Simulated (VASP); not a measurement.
# Nb (Fm-3m) in VASP: notebook

The runs below take Nb through single point, relaxation of cell and atoms, with PBE.

Everything below comes from runs of VASP 6.6.1. Logs are shortened: lines on timing, memory, paths and dates and some standing lists are left out, and cuts for length are marked.

## (1) The cell of the first run

Symmetry: Fm-3m, No. 225, cubic system. Conventional cell: a = 4.217 Å, b = 4.217 Å, c = 4.217 Å, α = 90.00°, β = 90.00°, γ = 90.00°. Within 3.9 Å of Nb (site symmetry m-3m) lie 12 Nb at 2.98 Å.

This isn't the form of Nb at room conditions, which is bcc.

## (2) Single point, PBE

Contents of INCAR:

```
ALGO     = Normal         # electronic algorithm
EDIFF    = 1E-6           # SCF threshold, eV
ENCUT    = 500            # plane-wave cutoff, eV
GGA      = PE             # functional
GGA_COMPAT= False        
ISIF     = 2              # what is computed and relaxed
ISMEAR   = -1             # smearing method
LASPH    = True           # aspherical terms in the spheres
LCHARG   = False          # write CHGCAR
LREAL    = False          # projectors in reciprocal space
LWAVE    = False          # write WAVECAR
NBANDS   = 12             # bands
NELM     = 120            # most SCF steps
PREC     = Accurate       # precision mode
SIGMA    = 0.1            # smearing width, eV
```

Contents of KPOINTS:

```
k-points
0
Gamma
  8 8 8
```

Contents of POSCAR:

```
Nb
1.0
    0.0000000000      2.1082800630      2.1082800630
    2.1082800630      0.0000000000      2.1082800630
    2.1082800630      2.1082800630      0.0000000000
Nb
1
Direct
    0.0000000000      0.0000000000      0.0000000000
```

Potentials or basis: VASP PAW PBE potentials, release 64 (Nb_sv).

Launch:

```bash
$ cat potpaw_PBE.64/Nb_sv/POTCAR > POTCAR
$ mpirun -np 1 vasp_std > vasp.out
```

OUTCAR:

```text
EDIFF = 1E-6
   ENCUT = 500
   GGA = PE
   ISIF = 2
   ISMEAR = -1
   LASPH = True
   LREAL = False
   NELM = 120
   PREC = Accurate

 ion  position               nearest neighbor table
   1  0.000  0.000  0.000-

  LATTYP: Found a face centered cubic cell.
 ALAT       =     4.2165601260

  Lattice vectors:

 A1 = (   0.0000000000,   2.1082800630,   2.1082800630)
 A2 = (   2.1082800630,   0.0000000000,   2.1082800630)
 A3 = (   2.1082800630,   2.1082800630,   0.0000000000)

Analysis of symmetry for initial positions (statically):
=====================================================================
 Subroutine PRICEL returns:
 Original cell was already a primitive cell.

 Routine SETGRP: Setting up the symmetry group for a
 face centered cubic supercell.

 Subroutine GETGRP returns: Found 48 space group operations
 (whereof 48 operations were pure point group operations)
 out of a pool of 48 trial point group operations.

The static configuration has the point symmetry O_h .

Analysis of symmetry for dynamics (positions and initial velocities):
=====================================================================
 Subroutine PRICEL returns:
 Original cell was already a primitive cell.

 Routine SETGRP: Setting up the symmetry group for a
 face centered cubic supercell.

 Subroutine GETGRP returns: Found 48 space group operations
 (whereof 48 operations were pure point group operations)
 out of a pool of 48 trial point group operations.

The dynamic configuration has the point symmetry O_h .

 Subroutine INISYM returns: Found 48 space group operations
 (whereof 48 operations are pure point group operations),
 and found     1 'primitive' translations

----------------------------------------------------------------------------------------

                                     Primitive cell

  volume of cell :      18.7420

  direct lattice vectors                    reciprocal lattice vectors
     0.000000000  2.108280063  2.108280063    -0.237160142  0.237160142  0.237160142
     2.108280063  0.000000000  2.108280063     0.237160142 -0.237160142  0.237160142
     2.108280063  2.108280063  0.000000000     0.237160142  0.237160142 -0.237160142

  length of vectors
     2.981558258  2.981558258  2.981558258     0.410773416  0.410773416  0.410773416

  position of ions in fractional coordinates (direct lattice)
     0.000000000  0.000000000  0.000000000

  ion indices of the primitive-cell ions
   primitive index   ion index
                 1           1

----------------------------------------------------------------------------------------

 KPOINTS: k-points

Automatic generation of k-mesh.
 Grid dimensions read from file:
 generate k-points for:    8    8    8

 Generating k-lattice:

  Cartesian coordinates                     Fractional coordinates (reciprocal lattice)
    -0.029645018  0.029645018  0.029645018     0.125000000  0.000000000  0.000000000
     0.029645018 -0.029645018  0.029645018     0.000000000  0.125000000  0.000000000
     0.029645018  0.029645018 -0.029645018     0.000000000  0.000000000  0.125000000

  Length of vectors
     0.051346677  0.051346677  0.051346677

  Shift w.r.t. Gamma in fractional coordinates (k-lattice)
     0.000000000  0.000000000  0.000000000

 Subroutine IBZKPT returns following result:
 ===========================================

 Found     29 irreducible k-points:

 Following reciprocal coordinates:
            Coordinates               Weight
  0.000000  0.000000  0.000000      1.000000
  0.125000  0.000000  0.000000      8.000000
  0.250000  0.000000  0.000000      8.000000
  0.375000  0.000000  0.000000      8.000000
  0.500000  0.000000  0.000000      4.000000
  0.125000  0.125000  0.000000      6.000000
[... 16 lines left out ...]
  0.500000  0.250000  0.125000     48.000000
 -0.375000  0.250000  0.125000     24.000000
 [... further k-points ...]
   k-points           NKPTS =     29   k-points in BZ     NKDIM =     29   number of bands    NBANDS=     12
   number of dos      NEDOS =    301   number of ions     NIONS =      1
   total plane-waves  NPLWV =  13824
   dimension x,y,z NGX =    24 NGY =   24 NGZ =   24
   dimension x,y,z NGXF=    48 NGYF=   48 NGZF=   48
   ions per type =               1
   NGX,Y,Z   is equivalent  to a cutoff of  13.38, 13.38, 13.38 a.u.
   NGXF,Y,Z  is equivalent  to a cutoff of  26.76, 26.76, 26.76 a.u.
 SYSTEM =  unknown system
   PREC   = accura    normal or accurate (medium, high low for compatibility)
   ISTART =      0    job   : 0-new  1-cont  2-samecut
   ICHARG =      2    charge: 1-file 2-atom 10-const
   ISPIN  =      1    spin polarized calculation?
   LNONCOLLINEAR =      F non collinear calculations
   LSORBIT =      F    spin-orbit coupling
   LASPH  =      T    aspherical Exc in radial PAW
   ENCUT  =  500.0 eV  36.75 Ry    6.06 a.u.   5.44  5.44  5.44*2*pi/ulx,y,z
   NELM   =    120;   NELMIN=  2; NELMDL= -5     # of ELM steps
   EDIFF  = 0.1E-05   stopping-criterion for ELM
   LREAL  =      F    real-space projection
   EDIFFG = 0.1E-04   stopping-criterion for IOM
   NSW    =      0    number of steps for IOM
   IBRION =     -1    ionic relax: 0-MD 1-quasi-New 2-CG
   NFREE  =      0    steps in history (QN), initial steepest desc. (CG)
   ISIF   =      2    stress and relaxation
   ISYM   =      2    0-nonsym 1-usesym 2-fastsym
   POTIM  = 0.5000    time-step for ionic-motion
   TEBEG  =    0.0;   TEEND  =   0.0 temperature during run
   PSTRESS=    0.0 pullay stress
   NELECT =      13.0000    total number of electrons
   NUPDOWN=      -1.0000    fix difference up-down
   EMIN   =  10.00;   EMAX   =-10.00  energy-range for DOS
   EFERMI =   0.00;   METHOD = LEGACY
   ISMEAR =    -1;   SIGMA  =   0.10  broadening in eV -4-tet -1-fermi 0-gaus
   EFERMI_NEDOS =   21; number of points for ismear=-14 and -15
   IALGO  =     38    algorithm
   IMIX   =      4    mixing-type and parameters
     AMIX     =   0.40;   BMIX     =  1.00
     AMIX_MAG =   1.60;   BMIX_MAG =  1.00
  volume/ion in A,a.u.               =      18.74       126.48
  Fermi-wavevector in a.u.,A,eV,Ry     =   1.449164  2.738524 28.573287  2.100077
  Thomas-Fermi vector in A             =   2.566922
   LORBIT       =      0    0 simple, 1 ext, 2 COOP (PROOUT), +10 PAW based schemes
   GGA     = PE    functional components
   LHFCALC =     F    Hartree Fock is set to
   AEXX    =    0.0000 exact exchange contribution
   IVDW    =     0    specifies the selected vdW correction
   LEPSILON=     F    determine dielectric tensor
   LRPA    =     F    only Hartree local field effects (RPA)
 non-spin polarized calculation
  energy-cutoff  :      500.00
  volume of cell :       18.74
 maximum number of plane-waves:       531
 NGX is ok and might be reduce to    24
   NGX = 11   NGY = 11   NGZ = 11

 number of electron      13.0000001 magnetization

 Free energy of the ion-electron system (eV)
  ---------------------------------------------------
  ext. energy  EPLUGINS =         0.00000000
  ---------------------------------------------------
  free energy    TOTEN  =        -9.90911376 eV

  energy without entropy =       -9.85570862  energy(sigma->0) =       -9.88241119

 E-fermi :  11.0143     XC(G=0): -12.2962

 val. band max:       11.0106279641   @ k =  -0.2500   0.1250   0.0000
 cond. band min:      11.0999598100   @ k =   0.0000   0.0000   0.0000
 fundamental gap:      0.0893318460
 Fermi energy:        11.0142582983

 k-point     1 :       0.0000    0.0000    0.0000
  band No.  band energies     occupation
      1     -43.7846      2.00000
      2     -19.1714      2.00000
      3     -19.1714      2.00000
      4     -19.1714      2.00000
      5       4.7589      2.00000
      6      11.1000      0.59593
      7      11.1000      0.59593
      8      11.1000      0.59593
      9      13.6997      0.00000
     10      13.6997      0.00000
     11      22.8095      0.00000
     12      27.5900      0.00000

 k-point     2 :       0.1250    0.0000    0.0000
  band No.  band energies     occupation
      1     -43.7565      2.00000
      2     -19.3566      2.00000
      3     -19.1944      2.00000
      4     -19.1944      2.00000
      5       5.3205      2.00000
      6      10.7036      1.91430
      7      11.3355      0.07743
      8      11.3355      0.07743
      9      13.5149      0.00000
     10      13.5149      0.00000
     11      23.8692      0.00000
     12      25.8114      0.00000

 k-point     3 :       0.2500    0.0000    0.0000
  band No.  band energies     occupation
      1     -43.6882      2.00000
      2     -19.7881      2.00000
      3     -19.2495      2.00000
      4     -19.2495      2.00000
      5       6.5632      2.00000
      6      10.3006      1.99841
      7      11.4689      0.02098
      8      11.4689      0.02098
      9      13.7640      0.00000
     10      13.7640      0.00000
     11      23.2761      0.00000
     12      26.1217      0.00000
[... 286 lines left out ...]
 k-point    23 :       0.5000    0.2500    0.1250
  band No.  band energies     occupation
      1     -43.5814      2.00000
      2     -20.1081      2.00000
      3     -19.6036      2.00000
      4     -19.3902      2.00000
      5       8.3436      2.00000
      6       9.5863      2.00000
      7      10.2208      1.99928
      8      12.4547      0.00000
      9      14.4986      0.00000
     10      17.1518      0.00000
     11      22.5923      0.00000
     12      25.6012      0.00000

 k-point    24 :      -0.3750    0.2500    0.1250
  band No.  band energies     occupation
      1     -43.5580      2.00000
      2     -20.2023      2.00000
      3     -19.6447      2.00000
      4     -19.4267      2.00000
      5       8.4108      2.00000
      6       9.3777      2.00000
      7      10.8751      1.60156
      8      12.1721      0.00002
      9      15.3077      0.00000
     10      18.3071      0.00000
     11      20.6096      0.00000
     12      25.1396      0.00000

 [... further k-points ...]
[... 5 lines left out ...]
  --------------------------------------------------------------------------------------
  -------------------------------------------------------------------------------------
  Total       -0.0369878     -0.0369878     -0.0369878      0.0000000      0.0000000     -0.0000000
  in kB       -3.1619401     -3.1619401     -3.1619401      0.0000000      0.0000000     -0.0000000
  external PRESSURE =      -3.1619401 kB  Pullay stress =       0.0000000 kB

 VOLUME and BASIS-vectors are now :
 -----------------------------------------------------------------------------
  energy-cutoff  :      500.00
  volume of cell :       18.74
      direct lattice vectors                 reciprocal lattice vectors
     0.000000000  2.108280063  2.108280063    -0.237160142  0.237160142  0.237160142
     2.108280063  0.000000000  2.108280063     0.237160142 -0.237160142  0.237160142
     2.108280063  2.108280063  0.000000000     0.237160142  0.237160142 -0.237160142

 POSITION                                       TOTAL-FORCE (eV/Angst)
 -----------------------------------------------------------------------------------
      0.00000      0.00000      0.00000        -0.000000     -0.000000      0.000000
 -----------------------------------------------------------------------------------
    total drift:                               -0.000000      0.000000     -0.000000

  FREE ENERGIE OF THE ION-ELECTRON SYSTEM (eV)
  ---------------------------------------------------
  free  energy   TOTEN  =        -9.9091137569 eV

  energy  without entropy=       -9.8557086184  energy(sigma->0) =       -9.88241119
```

It took 3.4 s on 1 thread of Intel Xeon 6975P-C (Granite Rapids), shared host; peak memory 0.13 GiB.

Results:

* Free energy: -9.9091 eV
* Pressure: -0.3 GPa
* Band gap on the k mesh: zero (an odd number of electrons rules out a gap without spin polarisation)

## (3) Relaxation of cell and atoms, PBE

This run uses another cell than the first one, of 18.39 Å³/atom.

Contents of INCAR:

```
ALGO = Normal
EDIFF = 1E-7
EDIFFG = -0.02
ENCUT = 500
GGA = PE
GGA_COMPAT = F
IBRION = 2
ISIF = 3
ISMEAR = -1
LASPH = T
LCHARG = F
LREAL = F
LWAVE = F
NELM = 120
NELMIN = 4
NSW = 80
PREC = Accurate
SIGMA = 0.1
```

KPOINTS is that of step 2.

Contents of POSCAR:

```
Nb
1.0
    0.0000000000      2.0950000000      2.0950000000
    2.0950000000      0.0000000000      2.0950000000
    2.0950000000      2.0950000000      0.0000000000
Nb
1
Direct
    0.0000000000      0.0000000000      0.0000000000
```

Potentials or basis: VASP PAW PBE potentials, release 64 (Nb_sv).

Launch:

```bash
$ cat potpaw_PBE.64/Nb_sv/POTCAR > POTCAR
$ mpirun -np 1 vasp_std > vasp.out
```

OUTCAR:

```text
EDIFF = 1E-7
   EDIFFG = -0.02
   ENCUT = 500
   GGA = PE
   IBRION = 2
   ISIF = 3
   ISMEAR = -1
   LASPH = T
   LREAL = F
   NELM = 120
   NELMIN = 4
   NSW = 80
   PREC = Accurate

 ion  position               nearest neighbor table
   1  0.000  0.000  0.000-

  LATTYP: Found a face centered cubic cell.
 ALAT       =     4.1900000000

  Lattice vectors:

 A1 = (   0.0000000000,   2.0950000000,   2.0950000000)
 A2 = (   2.0950000000,   0.0000000000,   2.0950000000)
 A3 = (   2.0950000000,   2.0950000000,   0.0000000000)

Analysis of symmetry for initial positions (statically):
=====================================================================
 Subroutine PRICEL returns:
 Original cell was already a primitive cell.

 Routine SETGRP: Setting up the symmetry group for a
 face centered cubic supercell.

 Subroutine GETGRP returns: Found 48 space group operations
 (whereof 48 operations were pure point group operations)
 out of a pool of 48 trial point group operations.

The static configuration has the point symmetry O_h .

Analysis of symmetry for dynamics (positions and initial velocities):
=====================================================================
 Subroutine PRICEL returns:
 Original cell was already a primitive cell.

 Routine SETGRP: Setting up the symmetry group for a
 face centered cubic supercell.
[... 161 lines left out ...]
  in kB       28.0942651     28.0942651     28.0942651     -0.0000000      0.0000000      0.0000000
  external PRESSURE =      28.0942651 kB  Pullay stress =       0.0000000 kB
[... 57 lines left out ...]
--------------------------------------- Ionic step        3  -------------------------------------------

 number of electron      13.0000001 magnetization

 Free energy of the ion-electron system (eV)
  ---------------------------------------------------
  ext. energy  EPLUGINS =         0.00000000
  ---------------------------------------------------
  free energy    TOTEN  =        -9.90877771 eV

  energy without entropy =       -9.85555029  energy(sigma->0) =       -9.88216400

 E-fermi :  11.0422     XC(G=0): -12.3063

 val. band max:       11.0366772812   @ k =  -0.2500   0.1250   0.0000
 cond. band min:      11.1270299103   @ k =   0.0000   0.0000   0.0000
 fundamental gap:      0.0903526291
 Fermi energy:        11.0421804292

 k-point     1 :       0.0000    0.0000    0.0000
  band No.  band energies     occupation
      1     -43.7542      2.00000
      2     -19.1375      2.00000
      3     -19.1375      2.00000
      4     -19.1375      2.00000
      5       4.7829      2.00000
      6      11.1270      0.59950
      7      11.1270      0.59950
      8      11.1270      0.59950
      9      13.7342      0.00000
     10      13.7342      0.00000
[... 287 lines left out ...]
 k-point    24 :      -0.3750    0.2500    0.1250
  band No.  band energies     occupation
      1     -43.5259      2.00000
      2     -20.1751      2.00000
      3     -19.6139      2.00000
      4     -19.3945      2.00000
      5       8.4339      2.00000
      6       9.4002      2.00000
      7      10.9043      1.59774
      8      12.2012      0.00002
      9      15.3459      0.00000
     10      18.3522      0.00000

 [... further k-points ...]
[... 5 lines left out ...]
  --------------------------------------------------------------------------------------
  -------------------------------------------------------------------------------------
  Total       -0.0024010     -0.0024010     -0.0024010     -0.0000000     -0.0000000      0.0000000
  in kB       -0.2056563     -0.2056563     -0.2056563     -0.0000000     -0.0000000      0.0000000
  external PRESSURE =      -0.2056563 kB  Pullay stress =       0.0000000 kB
[... 16 lines left out ...]
  FREE ENERGIE OF THE ION-ELECTRON SYSTEM (eV)
  ---------------------------------------------------
  free  energy   TOTEN  =        -9.9087777134 eV

  energy  without entropy=       -9.8555502950  energy(sigma->0) =       -9.88216400

 reached required accuracy - stopping structural energy minimisation
```

OSZICAR:

```text
N       E                     dE             d eps       ncg     rms          rms(c)
DAV:   1     0.121503536749E+03    0.12150E+03   -0.75146E+03   580   0.126E+03
DAV:   2    -0.482323505800E+01   -0.12633E+03   -0.12341E+03   624   0.445E+02
DAV:   3    -0.996211608156E+01   -0.51389E+01   -0.49303E+01   868   0.784E+01
[... 31 lines left out ...]
DAV:   6    -0.990877786447E+01    0.12453E-04   -0.24104E-04   644   0.194E-01    0.124E-02
DAV:   7    -0.990877830146E+01   -0.43700E-06   -0.30106E-05   932   0.412E-02    0.589E-03
DAV:   8    -0.990877808465E+01    0.21681E-06   -0.54650E-07   684   0.858E-03    0.309E-03
DAV:   9    -0.990877775661E+01    0.32804E-06   -0.77352E-08   332   0.464E-03    0.662E-04
DAV:  10    -0.990877771341E+01    0.43198E-07   -0.20692E-08   306   0.259E-03
   3 F= -.99087777E+01 E0= -.98821640E+01  d E =-.269473E-02
```

Wall time 10 s (1 thread of Intel Xeon 6975P-C (Granite Rapids), shared host); peak memory 0.14 GiB.

What came out:

```yaml
Free_energy: -9.9088 eV
Relaxed_volume: 18.70 Å³/atom
Relaxed_cell: a = 2.980 Å, b = 2.980 Å, c = 2.980 Å, α = 60.00°, β = 60.00°, γ = 60.00°
Space_group_after_relaxing_to_0.1_Å: Fm-3m (No. 225)
Energy_gained_by_relaxing: 2.7 meV/atom
Ionic_steps: 3
Pressure_after_relaxing: 0.0 GPa
Band_gap_on_the_k_mesh: zero (an odd number of electrons rules out a gap without spin polarisation)
```

The path:
```tsv
step	energy change (eV)	largest force (eV/Å)	pressure (GPa)	volume (Å³)
1	0.0000	0.0000	2.81	18.39
2	0.0053	0.0000	-4.49	19.26
3	-0.0027	0.0000	-0.02	18.70
```

Final structure:
```cif
data_structure
_symmetry_space_group_name_H-M 'P 1'
_symmetry_Int_Tables_number 1
_cell_length_a 2.9796
_cell_length_b 2.9796
_cell_length_c 2.9796
_cell_angle_alpha 60.000
_cell_angle_beta 60.000
_cell_angle_gamma 60.000
_cell_volume 18.70
loop_
_atom_site_label
_atom_site_type_symbol
_atom_site_fract_x
_atom_site_fract_y
_atom_site_fract_z
_atom_site_occupancy
Nb1 Nb 0.00000 0.00000 0.00000 1
```

Levels at points of the mesh, in eV from the Fermi level:
| k point | band 3 | band 4 | band 5 | band 6 | band 7 | band 8 | band 9 | band 10 |
| --- | --- | --- | --- | --- | --- | --- | --- | --- |
| (0.00, 0.00, 0.00) | -30.18 | -30.18 | -6.26 | 0.08 | 0.08 | 0.08 | 2.69 | 2.69 |
| (0.50, 0.00, 0.00) | -30.34 | -30.34 | -3.87 | -0.10 | -0.10 | 1.35 | 4.66 | 4.66 |
| (0.50, 0.50, 0.00) | -30.61 | -30.61 | -4.09 | -3.35 | 3.58 | 4.64 | 5.23 | 5.23 |
